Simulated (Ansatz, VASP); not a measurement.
**One calculation of Be2CdS2, two programs**

INCAR

```
SYSTEM = Be2CdS2
ALGO     = Normal         ! electronic algorithm
EDIFF    = 1E-7           ! SCF threshold, eV
EDIFFG   = -0.04          ! ionic threshold
ENCUT    = 600            ! plane-wave cutoff, eV
GGA      = PE             ! functional
IBRION   = 2              ! ionic algorithm
ISIF     = 3              ! what is computed and relaxed
ISMEAR   = 0              ! smearing method
LASPH    = .True.         ! aspherical terms in the spheres
LCHARG   = .False.        ! write CHGCAR
LREAL    = .False.        ! projectors in reciprocal space
LWAVE    = .False.        ! write WAVECAR
NELM     = 60             ! most SCF steps
NSW      = 90             ! ionic steps
PREC     = Accurate       ! precision mode
SIGMA    = 0.1            ! smearing width, eV
```

KPOINTS

```
k-points
0
Gamma
  6 6 4
  0 0 0
```

File POSCAR:

```
Be2CdS2
1.0
    4.0092005700      0.0000000000      0.0000000000
   -2.0046002900      3.4720695400      0.0000000000
    0.0000000000      0.0000000000      6.9749277600
Be Cd S
2 1 2
Direct
    0.6666666700      0.3333333300      0.2264030000
    0.6666666700      0.3333333300      0.7735970000
    0.0000000000      0.0000000000      0.5000000000
    0.0000000000      0.0000000000      0.0000000000
    0.3333333300      0.6666666700      0.5000000000
```

Input for Ansatz:

```yaml
crystal:
  lattice:
    - [4.00920057, 0.0, 0.0]
    - [-2.00460029, 3.47206954, 0.0]
    - [0.0, 0.0, 6.97492776]
  atoms:
    - { symbol: Be, position: [0.66666667, 0.33333333, 0.226403] }
    - { symbol: Be, position: [0.66666667, 0.33333333, 0.773597] }
    - { symbol: Cd, position: [0.0, 0.0, 0.5] }
    - { symbol: S, position: [0.0, 0.0, 0.0] }
    - { symbol: S, position: [0.33333333, 0.66666667, 0.5] }
basis:
  ecutwfc: 420
kpoints:
  mp_grid: { grid: [6, 6, 4] }
hamiltonian:
  xc: pbe
scf:
  occupations: { method: gaussian, width: 0.1 }
  lower_state_search: "off"
output:
  forces: true
  stress: true
  eigenvalues: true
relax:
  adjacent_minimum: "off"
  f_tol: 0.04
  max_steps: 70
  cell: { stress_tol: 0.4 }
```

Change from the starting cell: species swapped into the Eu2ZnSb2 type (P-6m2, No. 187).

Alike in both runs: task relaxation of cell and atoms; functional PBE; k mesh 6 × 6 × 4; occupations gaussian, width 0.1 eV; no spin polarisation.

```csv
,VASP,Ansatz
version,VASP 6.6.1,Ansatz 0.2.0
potentials or method,"VASP PAW PBE potentials, release 64 (Be, Cd, S), cutoff 600 eV","scalar-relativistic, plane waves, PAW"
valence electrons in the cell,28,36
```

Ansatz gave:

* gap on the k mesh at the Fermi level, each at its own relaxed structure (eV): none
* relaxed volume (Å³/atom): 18.68
* relaxed cell length with the largest relative difference (Å): 6.184

Task: Estimate VASP's values.

Result: gap on the k mesh at the Fermi level, each at its own relaxed structure (eV): none; relaxed volume (Å³/atom): 17.84; relaxed cell length with the largest relative difference (Å): 5.362.

A gap of «none» marks a metal or a gap that the smearing closes. One of these differences is far larger than is usual between the two programs; its cause wasn't traced. VASP's potentials hold 28 valence electrons a cell and Ansatz's 36, so a difference there can come from the potentials and not from the codes.
